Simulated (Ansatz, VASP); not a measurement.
One calculation of Re, two programs

```
Re
1.0
    -1.54251    1.54251    1.54251
     1.54251   -1.54251    1.54251
     1.54251    1.54251   -1.54251
Re
1
Direct
  0.00000 0.00000 0.00000
```

Alike in both runs: functional PBEsol; k mesh 20 × 20 × 20; occupations gaussian, width 0.1 eV; no spin polarisation.

Ansatz relaxed the structure, and its values are those at the end. VASP's run is a single point on that final structure, the one shown.

|  | VASP | Ansatz |
| --- | --- | --- |
| version | VASP 6.6.1 | Ansatz 0.2.0 |
| potentials or method | VASP PAW PBE potentials, release 64 (Re), cutoff 520 eV | scalar-relativistic, plane waves, PAW |
| valence electrons in the cell | 7 | 15 |

|  | VASP | Ansatz | Ansatz less VASP |
| --- | --- | --- | --- |
| gap on the k mesh at the Fermi level (eV) | none | none | - |
| pressure (GPa) | 0.0 | 0.0 | -0.01 |

VASP's potentials were made for PBE, not for PBEsol. A gap of «none» marks a metal or a gap that the smearing closes. VASP's potentials hold 7 valence electrons a cell and Ansatz's 15, so a difference there can come from the potentials and not from the codes.

Neither program's run includes spin-orbit coupling.
